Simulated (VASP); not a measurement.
# Si2Ni (MoSi2 type) (I4/mmm) in VASP: notebook

Si2Ni (MoSi2 type) is run at these levels: PBE; tasks: single point.

All numbers are computed with VASP 6.6.1; they aren't measurements. Logs are shortened: lines on timing, memory, paths and dates and some standing lists are left out, and cuts for length are marked.

### Step 1. The cell of the first run

It takes space group I4/mmm (No. 139, tetragonal). Conventional cell: a = 3.030 Å, b = 3.030 Å, c = 6.723 Å, α = 90.00°, β = 90.00°, γ = 90.00°. Within 3.1 Å of Ni (site symmetry 4/mmm) lie 10 Si at 2.24 to 2.42 Å and 4 Ni at 3.03 Å. Within 3.1 Å of Si (site symmetry 4mm) lie 5 Ni at 2.24 to 2.42 Å and 9 Si at 2.25 to 3.03 Å.

### Step 2. Single point, PBE

The input, INCAR:

```
PREC = Accurate
ENCUT = 520
EDIFF = 1E-6
ISMEAR = -1
SIGMA = 0.05
LREAL = False
LASPH = True
NELM = 60
ALGO = Normal
ISIF = 2
LWAVE = False
LCHARG = False
GGA = PE
NBANDS = 16
```

The input, KPOINTS:

```
Automatic mesh
0
Gamma
  14 14 14
```

The input, POSCAR:

```
Si2Ni
1.0
   -1.5151623001      1.5151623001      3.3616764215
    1.5151623001     -1.5151623001      3.3616764215
    1.5151623001      1.5151623001     -3.3616764215
Ni Si
1 2
Direct
    0.0000000000      0.0000000000      0.0000000000
    0.3327084707      0.3327084707      0.0000000000
   -0.3327084707     -0.3327084707      0.0000000000
```

Potentials or basis: VASP PAW PBE potentials, release 64 (Ni, Si).

The run is started by

```bash
cat potpaw_PBE.64/Ni/POTCAR potpaw_PBE.64/Si/POTCAR > POTCAR
mpirun -np 1 vasp_std > vasp.out
```

OUTCAR:

```text
PREC = Accurate
   ENCUT = 520
   EDIFF = 1E-6
   ISMEAR = -1
   LREAL = False
   LASPH = True
   NELM = 60
   ISIF = 2
   GGA = PE

 ion  position               nearest neighbor table
   1  0.000  0.000  0.000-   2 2.24   3 2.24   3 2.42   2 2.42   3 2.42   3 2.42   3 2.42   2 2.42
                             2 2.42   2 2.42
   2  0.333  0.333  0.000-   1 2.24   3 2.25   3 2.41   3 2.41   3 2.41   3 2.41   1 2.42   1 2.42
                             1 2.42   1 2.42
   3  0.667  0.667  0.000-   1 2.24   2 2.25   2 2.41   2 2.41   2 2.41   2 2.41   1 2.42   1 2.42
                             1 2.42   1 2.42

  LATTYP: Found a body centered tetragonal cell.
 ALAT       =     3.0303246002
 C/A-ratio  =     2.2186906454

  Lattice vectors:

 A1 = (  -1.5151623001,   1.5151623001,   3.3616764215)
 A2 = (   1.5151623001,  -1.5151623001,   3.3616764215)
 A3 = (   1.5151623001,   1.5151623001,  -3.3616764215)

Analysis of symmetry for initial positions (statically):
=====================================================================
 Subroutine PRICEL returns:
 Original cell was already a primitive cell.

 Routine SETGRP: Setting up the symmetry group for a
 body centered tetragonal supercell.

 Subroutine GETGRP returns: Found 16 space group operations
 (whereof 16 operations were pure point group operations)
 out of a pool of 16 trial point group operations.

The static configuration has the point symmetry D_4h.

Analysis of symmetry for dynamics (positions and initial velocities):
=====================================================================
 Subroutine PRICEL returns:
 Original cell was already a primitive cell.

 Routine SETGRP: Setting up the symmetry group for a
 body centered tetragonal supercell.

 Subroutine GETGRP returns: Found 16 space group operations
 (whereof 16 operations were pure point group operations)
 out of a pool of 16 trial point group operations.

The dynamic configuration has the point symmetry D_4h.

 Subroutine INISYM returns: Found 16 space group operations
 (whereof 16 operations are pure point group operations),
 and found     1 'primitive' translations

----------------------------------------------------------------------------------------

                                     Primitive cell

  volume of cell :      30.8698

  direct lattice vectors                    reciprocal lattice vectors
    -1.515162300  1.515162300  3.361676421     0.000000000  0.329997651  0.148735315
     1.515162300 -1.515162300  3.361676421     0.329997651  0.000000000  0.148735315
     1.515162300  1.515162300 -3.361676421     0.329997651  0.329997651  0.000000000

  length of vectors
     3.986515014  3.986515014  3.986515014     0.361967738  0.361967738  0.466687154

  position of ions in fractional coordinates (direct lattice)
     0.000000000  0.000000000  0.000000000
     0.332708471  0.332708471  0.000000000
     0.667291529  0.667291529  0.000000000

  ion indices of the primitive-cell ions
   primitive index   ion index
                 1           1
                 2           2
                 3           3

----------------------------------------------------------------------------------------

 KPOINTS: Automatic mesh

Automatic generation of k-mesh.
 Grid dimensions read from file:
 generate k-points for:   14   14   14

 Generating k-lattice:

  Cartesian coordinates                     Fractional coordinates (reciprocal lattice)
     0.000000000  0.023571261  0.010623951     0.071428571  0.000000000  0.000000000
     0.023571261  0.000000000  0.010623951     0.000000000  0.071428571  0.000000000
     0.023571261  0.023571261  0.000000000     0.000000000  0.000000000  0.071428571

  Length of vectors
     0.025854838  0.025854838  0.033334797

  Shift w.r.t. Gamma in fractional coordinates (k-lattice)
     0.000000000  0.000000000  0.000000000

 Subroutine IBZKPT returns following result:
 ===========================================

 Found    244 irreducible k-points:

 Following reciprocal coordinates:
            Coordinates               Weight
  0.000000  0.000000  0.000000      1.000000
  0.071429  0.000000  0.000000      8.000000
  0.142857 -0.000000  0.000000      8.000000
  0.214286 -0.000000  0.000000      8.000000
  0.285714 -0.000000  0.000000      8.000000
  0.357143 -0.000000  0.000000      8.000000
[... 16 lines left out ...]
  0.214286  0.142857  0.000000     16.000000
  0.285714  0.142857  0.000000     16.000000
 [... further k-points ...]
   k-points           NKPTS =    244   k-points in BZ     NKDIM =    244   number of bands    NBANDS=     16
   number of dos      NEDOS =    301   number of ions     NIONS =      3
   total plane-waves  NPLWV =  27000
   dimension x,y,z NGX =    30 NGY =   30 NGZ =   30
   dimension x,y,z NGXF=    60 NGYF=   60 NGZF=   60
   ions per type =               1   2
   NGX,Y,Z   is equivalent  to a cutoff of  12.51, 12.51, 12.51 a.u.
   NGXF,Y,Z  is equivalent  to a cutoff of  25.02, 25.02, 25.02 a.u.
 SYSTEM =  unknown system
   PREC   = accura    normal or accurate (medium, high low for compatibility)
   ISTART =      0    job   : 0-new  1-cont  2-samecut
   ICHARG =      2    charge: 1-file 2-atom 10-const
   ISPIN  =      1    spin polarized calculation?
   LNONCOLLINEAR =      F non collinear calculations
   LSORBIT =      F    spin-orbit coupling
   LASPH  =      T    aspherical Exc in radial PAW
   ENCUT  =  520.0 eV  38.22 Ry    6.18 a.u.   7.41  7.41  7.41*2*pi/ulx,y,z
   NELM   =     60;   NELMIN=  2; NELMDL= -5     # of ELM steps
   EDIFF  = 0.1E-05   stopping-criterion for ELM
   LREAL  =      F    real-space projection
   EDIFFG = 0.1E-04   stopping-criterion for IOM
   NSW    =      0    number of steps for IOM
   IBRION =     -1    ionic relax: 0-MD 1-quasi-New 2-CG
   NFREE  =      0    steps in history (QN), initial steepest desc. (CG)
   ISIF   =      2    stress and relaxation
   ISYM   =      2    0-nonsym 1-usesym 2-fastsym
   POTIM  = 0.5000    time-step for ionic-motion
   TEBEG  =    0.0;   TEEND  =   0.0 temperature during run
   PSTRESS=    0.0 pullay stress
   NELECT =      18.0000    total number of electrons
   NUPDOWN=      -1.0000    fix difference up-down
   EMIN   =  10.00;   EMAX   =-10.00  energy-range for DOS
   EFERMI =   0.00;   METHOD = LEGACY
   ISMEAR =    -1;   SIGMA  =   0.05  broadening in eV -4-tet -1-fermi 0-gaus
   EFERMI_NEDOS =   21; number of points for ismear=-14 and -15
   IALGO  =     38    algorithm
   IMIX   =      4    mixing-type and parameters
     AMIX     =   0.40;   BMIX     =  1.00
     AMIX_MAG =   1.60;   BMIX_MAG =  1.00
  volume/ion in A,a.u.               =      10.29        69.44
  Fermi-wavevector in a.u.,A,eV,Ry     =   1.367690  2.584559 25.450722  1.870575
  Thomas-Fermi vector in A             =   2.493720
   LORBIT       =      0    0 simple, 1 ext, 2 COOP (PROOUT), +10 PAW based schemes
   GGA     = PE    functional components
   LHFCALC =     F    Hartree Fock is set to
   AEXX    =    0.0000 exact exchange contribution
   IVDW    =     0    specifies the selected vdW correction
   LEPSILON=     F    determine dielectric tensor
   LRPA    =     F    only Hartree local field effects (RPA)
 non-spin polarized calculation
  energy-cutoff  :      520.00
  volume of cell :       30.87
 maximum number of plane-waves:       848
 NGX is ok and might be reduce to    30
   NGX = 15   NGY = 15   NGZ = 15

 number of electron      18.0000006 magnetization

 Free energy of the ion-electron system (eV)
  ---------------------------------------------------
  ext. energy  EPLUGINS =         0.00000000
  ---------------------------------------------------
  free energy    TOTEN  =       -15.31514867 eV

  energy without entropy =      -15.29907628  energy(sigma->0) =      -15.30711248

 E-fermi :  14.3826     XC(G=0): -12.9240

 val. band max:       14.3751967320   @ k =  -0.0714   0.2857   0.0714
 cond. band min:      14.3828396204   @ k =  -0.4286   0.1429  -0.0000
 fundamental gap:      0.0076428883
 Fermi energy:        14.3826442322

 k-point     1 :       0.0000    0.0000    0.0000
  band No.  band energies     occupation
      1      -2.0502      2.00000
      2       7.2619      2.00000
      3       9.7523      2.00000
      4       9.7523      2.00000
      5      10.0382      2.00000
      6      11.1396      2.00000
[... 8 lines left out ...]
     15      23.0850      0.00000
     16      23.1123      0.00000

 k-point     2 :       0.0714    0.0000    0.0000
  band No.  band energies     occupation
      1      -1.9527      2.00000
      2       7.2396      2.00000
      3       9.5360      2.00000
      4       9.7876      2.00000
      5      10.0260      2.00000
      6      11.1055      2.00000
[... 8 lines left out ...]
     15      23.1237      0.00000
     16      23.7509      0.00000

 k-point     3 :       0.1429   -0.0000    0.0000
  band No.  band energies     occupation
      1      -1.6613      2.00000
      2       7.1627      2.00000
      3       8.9997      2.00000
      4       9.8863      2.00000
      5       9.9711      2.00000
      6      10.9326      2.00000
[... 8 lines left out ...]
     15      23.1957      0.00000
     16      23.7373      0.00000

 k-point     4 :       0.2143   -0.0000    0.0000
  band No.  band energies     occupation
      1      -1.1796      2.00000
      2       6.9425      2.00000
      3       8.3062      2.00000
      4       9.7913      2.00000
      5      10.0230      2.00000
      6      10.7008      2.00000
[... 8 lines left out ...]
     15      22.6541      0.00000
     16      23.2361      0.00000

 k-point     5 :       0.2857   -0.0000    0.0000
  band No.  band energies     occupation
      1      -0.5140      2.00000
      2       6.2485      2.00000
      3       7.8442      2.00000
      4       9.4434      2.00000
      5      10.1292      2.00000
      6      10.3925      2.00000
[... 8 lines left out ...]
     15      22.9927      0.00000
     16      24.5965      0.00000

 k-point     6 :       0.3571   -0.0000    0.0000
  band No.  band energies     occupation
      1       0.3250      2.00000
      2       5.0748      2.00000
      3       7.7841      2.00000
      4       9.0261      2.00000
      5      10.1002      2.00000
      6      10.1502      2.00000
[... 8 lines left out ...]
     15      22.4149      0.00000
     16      24.7417      0.00000
[... 267 lines left out ...]
 k-point    21 :      -0.0714    0.0714    0.0000
  band No.  band energies     occupation
      1      -1.8880      2.00000
      2       7.3548      2.00000
      3       9.5222      2.00000
      4       9.5944      2.00000
      5      10.0262      2.00000
      6      11.0270      2.00000
[... 8 lines left out ...]
     15      23.5973      0.00000
     16      23.8142      0.00000

 k-point    22 :       0.1429    0.1429    0.0000
  band No.  band energies     occupation
      1      -1.1488      2.00000
      2       6.6332      2.00000
      3       8.8499      2.00000
      4       9.6304      2.00000
      5      10.0756      2.00000
      6      10.4090      2.00000
[... 8 lines left out ...]
     15      21.6317      0.00000
     16      25.4678      0.00000

 k-point    23 :       0.2143    0.1429    0.0000
  band No.  band energies     occupation
      1      -0.6116      2.00000
      2       6.3507      2.00000
      3       8.2184      2.00000
      4       9.6627      2.00000
      5       9.9583      2.00000
      6      10.1963      2.00000
[... 8 lines left out ...]
     15      22.7679      0.00000
     16      25.5904      0.00000

 k-point    24 :       0.2857    0.1429    0.0000
  band No.  band energies     occupation
      1       0.1029      2.00000
      2       5.8504      2.00000
      3       7.4699      2.00000
      4       9.4949      2.00000
      5       9.9891      2.00000
      6      10.0741      2.00000
[... 8 lines left out ...]
     15      24.2722      0.00000
     16      24.9808      0.00000

 [... further k-points ...]

------------------------ aborting loop because EDIFF is reached ----------------------------------------

  FORCE on cell =-STRESS in cart. coord.  units (eV):
  Direction    XX          YY          ZZ          XY          YZ          ZX
  --------------------------------------------------------------------------------------
  -------------------------------------------------------------------------------------
  Total        9.5292996      9.5292996      9.5801246      0.0000000      0.0000000      0.0000000
  in kB      494.5809120    494.5809120    497.2187864      0.0000000      0.0000000      0.0000000
  external PRESSURE =     495.4602035 kB  Pullay stress =       0.0000000 kB

 VOLUME and BASIS-vectors are now :
 -----------------------------------------------------------------------------
  energy-cutoff  :      520.00
  volume of cell :       30.87
      direct lattice vectors                 reciprocal lattice vectors
    -1.515162300  1.515162300  3.361676421     0.000000000  0.329997651  0.148735315
     1.515162300 -1.515162300  3.361676421     0.329997651  0.000000000  0.148735315
     1.515162300  1.515162300 -3.361676421     0.329997651  0.329997651  0.000000000

 POSITION                                       TOTAL-FORCE (eV/Angst)
 -----------------------------------------------------------------------------------
      0.00000      0.00000      0.00000        -0.000000     -0.000000     -0.000000
      0.00000      0.00000      2.23692        -0.000000     -0.000000      0.000941
      0.00000      0.00000      4.48644         0.000000      0.000000     -0.000941
 -----------------------------------------------------------------------------------
    total drift:                               -0.000000     -0.000000      0.000000

  FREE ENERGIE OF THE ION-ELECTRON SYSTEM (eV)
  ---------------------------------------------------
  free  energy   TOTEN  =       -15.3151486654 eV

  energy  without entropy=      -15.2990762850  energy(sigma->0) =      -15.30711248
```

It took 4 min on 1 thread of Intel Xeon 8259CL, shared host; peak memory 0.26 GiB.

Results:

```
Free energy            : -15.3151 eV
Pressure               : 49.5 GPa
Band gap on the k mesh : zero (bands 9 and 10 overlap by 2.75 eV)
```

Levels at points of the mesh, in eV from the Fermi level:
```tsv
k point	band 6	band 7	band 8	band 9	band 10	band 11	band 12	band 13
(0.00, 0.00, 0.00)	-3.24	-3.21	-0.45	1.79	1.79	2.18	2.18	2.47
(0.50, 0.00, 0.00)	-4.40	-3.67	-2.46	-0.04	2.37	3.57	4.17	6.96
(0.50, 0.50, 0.00)	-4.37	-3.95	-2.47	-2.06	-0.96	-0.39	4.20	4.40
(0.50, 0.50, 0.50)	-3.57	-3.13	-2.25	-2.25	2.93	2.94	9.24	9.45
```

Caveat: the cell stands under pressure. Spin polarisation is off, so any magnetic state and its effect on volume and gap are missing.

### Step 3. Single point, PBE (10.29 Å³/atom)

The input, INCAR:

```
PREC     = Accurate       # precision mode
ENCUT    = 520            # plane-wave cutoff, eV
EDIFF    = 1E-7           # SCF threshold, eV
ISMEAR   = -1             # smearing method
SIGMA    = 0.05           # smearing width, eV
LREAL    = False          # projectors in reciprocal space
LASPH    = True           # aspherical terms in the spheres
NELM     = 80             # most SCF steps
ALGO     = Normal         # electronic algorithm
ISIF     = 2              # what is computed and relaxed
LWAVE    = False          # write WAVECAR
LCHARG   = False          # write CHGCAR
GGA      = PE             # functional
NBANDS   = 16             # bands
```

KPOINTS is that of step 2.

The input, POSCAR:

```
Si2Ni
1.0
   -1.5151623001      1.5151623001      3.3616764214
    1.5151623001     -1.5151623001      3.3616764214
    1.5151623001      1.5151623001     -3.3616764214
Ni Si
1 2
Direct
    0.0000000000      0.0000000000      0.0000000000
    0.3327084707      0.3327084707      0.0000000000
   -0.3327084707     -0.3327084707      0.0000000000
```

Potentials or basis: VASP PAW PBE potentials, release 64 (Ni, Si).

The run is started by

```bash
cat potpaw_PBE.64/Ni/POTCAR potpaw_PBE.64/Si/POTCAR > POTCAR
mpirun -np 1 vasp_std > vasp.out
```

Wall time 4.1 min (1 thread of Intel Xeon 8259CL, shared host); peak memory 0.26 GiB.

The run converged. Its results:

```yaml
Free_energy: -15.3151 eV
Pressure: 49.6 GPa
Band_gap_on_the_k_mesh: zero (bands 9 and 10 overlap by 2.75 eV)
```

Stress tensor (GPa, compression positive):
```
49.49  0.00  0.00
 0.00 49.49  0.00
 0.00  0.00 49.75
```

Levels at points of the mesh, in eV from the Fermi level:
```
           k point  band 7  band 8  band 9  band 10  band 11  band 12
(0.00, 0.00, 0.00)   -3.21   -0.45    1.79     1.79     2.18     2.18
(0.50, 0.00, 0.00)   -3.67   -2.46   -0.04     2.37     3.57     4.17
(0.50, 0.50, 0.00)   -3.95   -2.47   -2.06    -0.96    -0.39     4.20
(0.50, 0.50, 0.50)   -3.13   -2.25   -2.25     2.93     2.94     9.24
```

Caveat: the cell stands under pressure. Spin polarisation is off, so any magnetic state and its effect on volume and gap are missing.

### Step 4. Single point, PBE

This run uses another cell than the first one, of 11.32 Å³/atom.

Changes to INCAR since step 3:

```diff
@@ -2,3 +2,3 @@
 ENCUT    = 520            # plane-wave cutoff, eV
-EDIFF    = 1E-7           # SCF threshold, eV
+EDIFF    = 1E-6           # SCF threshold, eV
 ISMEAR   = -1             # smearing method
@@ -11,4 +11,6 @@
 LWAVE    = False          # write WAVECAR
-LCHARG   = False          # write CHGCAR
+LCHARG   = True           # write CHGCAR
 GGA      = PE             # functional
+LELF     = True           # ELF
+LVHAR    = True         
 NBANDS   = 16             # bands
```

KPOINTS is that of step 3.

The input, POSCAR:

```
Si2Ni
1.0
   -1.5739732781      1.5739732781      3.4266693096
    1.5739732781     -1.5739732781      3.4266693096
    1.5739732781      1.5739732781     -3.4266693096
Ni Si
1 2
Direct
    0.0000000000      0.0000000000      0.0000000000
    0.3324117822      0.3324117822      0.0000000000
   -0.3324117822     -0.3324117822      0.0000000000
```

The run is started by

```bash
cat potpaw_PBE.64/Ni/POTCAR potpaw_PBE.64/Si/POTCAR > POTCAR
mpirun -np 1 vasp_std > vasp.out
```

Run time: 4.6 min. Hardware: 1 thread of Intel Xeon 8259CL, shared host; peak memory 0.27 GiB.

The run converged. Its results:

| Property | Result |
| --- | --- |
| Free energy | -15.9936 eV |
| Pressure | 22.9 GPa |
| Band gap on the k mesh | zero (bands 9 and 10 overlap by 2.39 eV) |

Stress tensor (GPa, compression positive):
```
22.80  0.00  0.00
 0.00 22.80  0.00
 0.00  0.00 23.02
```

Levels at points of the mesh, in eV from the Fermi level:
```
           k point  band 5  band 6  band 7  band 8  band 9  band 10  band 11  band 12  band 13  band 14
(0.00, 0.00, 0.00)   -3.68   -2.77   -2.66   -0.30    1.64     1.64     2.11     2.11     2.39     2.91
(0.50, 0.00, 0.00)   -3.90   -3.87   -3.19   -2.14   -0.04     2.22     3.19     4.15     6.61     6.61
(0.50, 0.50, 0.00)   -5.66   -3.75   -3.39   -2.13   -1.85    -0.75    -0.47     4.12     4.60     6.32
(0.50, 0.50, 0.50)   -3.10   -3.10   -2.70   -2.19   -2.19     2.28     3.11     8.84     9.04     9.37
```

Caveat: the cell stands under pressure. Spin polarisation is off, so any magnetic state and its effect on volume and gap are missing.

### Step 5. Single point, PBE (11.32 Å³/atom)

This run uses another cell than the first one, of 11.32 Å³/atom.

The input, INCAR:

```
SYSTEM = Si2Ni
ALGO = Normal
EDIFF = 1E-6
ENCUT = 520
GGA = PE
ISIF = 2
ISMEAR = -1
LASPH = .TRUE.
LCHARG = .FALSE.
LREAL = .FALSE.
LWAVE = .FALSE.
NBANDS = 16
NELM = 60
PREC = Accurate
SIGMA = 0.05
```

The input, KPOINTS:

```
k-points
0
G
  14 14 14
  0 0 0
```

POSCAR is that of step 4.

The run is started by

```bash
cat potpaw_PBE.64/Ni/POTCAR potpaw_PBE.64/Si/POTCAR > POTCAR
mpirun -np 1 vasp_std > vasp.out
```

Wall time 5.1 min (1 thread of Intel Xeon 8259CL, shared host); peak memory 0.27 GiB.

The run converged. Its results:

* Free energy: -15.9936 eV
* Pressure: 22.9 GPa
* Band gap on the k mesh: zero (bands 9 and 10 overlap by 2.39 eV)

Stress tensor (GPa, compression positive):
```
22.80  0.00  0.00
 0.00 22.80  0.00
 0.00  0.00 23.02
```

Levels at points of the mesh, in eV from the Fermi level:
| k point | band 7 | band 8 | band 9 | band 10 | band 11 | band 12 |
| --- | --- | --- | --- | --- | --- | --- |
| (0.00, 0.00, 0.00) | -2.66 | -0.30 | 1.64 | 1.64 | 2.11 | 2.11 |
| (0.50, 0.00, 0.00) | -3.19 | -2.14 | -0.04 | 2.22 | 3.19 | 4.15 |
| (0.50, 0.50, 0.00) | -3.39 | -2.13 | -1.85 | -0.75 | -0.47 | 4.12 |
| (0.50, 0.50, 0.50) | -2.70 | -2.19 | -2.19 | 2.28 | 3.11 | 8.84 |

Caveat: the cell stands under pressure. Spin polarisation is off, so any magnetic state and its effect on volume and gap are missing.

(Part 1 of 2 ends here.)
